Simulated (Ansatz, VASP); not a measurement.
**One calculation of CsPbBr3, two programs**

File INCAR:

```
SYSTEM = CsPbBr3
  ALGO = Normal
  EDIFF = 1E-7
  ENCUT = 520
  GGA = PE
  ISIF = 2
  ISMEAR = 0
  LASPH = .TRUE.
  LCHARG = .FALSE.
  LREAL = .FALSE.
  LWAVE = .FALSE.
  NBANDS = 30
  NELM = 80
  PREC = Accurate
  SIGMA = 0.05
```

The input KPOINTS:

```
k-points
0
G
  6 6 6
  0 0 0
```

POSCAR

```
CsPbBr3
1.0
    6.1635000000      0.0000000000      0.0000000000
    0.0000000000      6.1635000000      0.0000000000
    0.0000000000      0.0000000000      5.8700000000
Cs Pb Br
1 1 3
Direct
    0.0000000000      0.0000000000      0.0000000000
    0.5000000000      0.5000000000      0.5000000000
    0.0000000000      0.5000000000      0.5000000000
    0.5000000000      0.0000000000      0.5000000000
    0.5000000000      0.5000000000      0.0000000000
```

Input for Ansatz:

```yaml
crystal:
  lattice:
    - [6.1635, 0.0, 0.0]
    - [0.0, 6.1635, 0.0]
    - [0.0, 0.0, 5.87]
  atoms:
    - { symbol: Cs, position: [0.0, 0.0, 0.0] }
    - { symbol: Pb, position: [0.5, 0.5, 0.5] }
    - { symbol: Br, position: [0.0, 0.5, 0.5] }
    - { symbol: Br, position: [0.5, 0.0, 0.5] }
    - { symbol: Br, position: [0.5, 0.5, 0.0] }
basis:
  ecutwfc: 420
kpoints:
  mp_grid: { grid: [6, 6, 6] }
hamiltonian:
  xc: pbe
scf:
  occupations: { method: gaussian, width: 0.05 }
output:
  forces: true
  stress: true
  eigenvalues: true
  write_density: true
  write_potential: true
  elf: true
  volumetric_format: npy
```

Change from the starting cell: strain +0.050 along x and y, +0.000 along z, atoms carried along.

Alike in both runs: task single point; functional PBE; k mesh 6 × 6 × 6; occupations gaussian, width 0.05 eV; no spin polarisation.

|  | VASP | Ansatz |
| --- | --- | --- |
| version | VASP 6.6.1 | Ansatz 0.2.0 |
| potentials or method | VASP PAW PBE potentials, release 64 (Cs_sv, Pb_d, Br), cutoff 520 eV | scalar-relativistic, plane waves, PAW |
| valence electrons in the cell | 44 | 44 |

|  | VASP | Ansatz | Ansatz less VASP |
| --- | --- | --- | --- |
| gap on the k mesh at the Fermi level (eV) | 1.76 | 1.76 | -0.005 |
| least direct gap on the mesh (eV) | 1.76 | 1.76 | -0.005 |
| pressure (GPa) | -0.4 | -0.4 | +0.01 |
| traceless stress, the component that is largest in VASP (GPa) | 1.11 | 1.11 | -0.002 |

Neither program's run includes spin-orbit coupling.
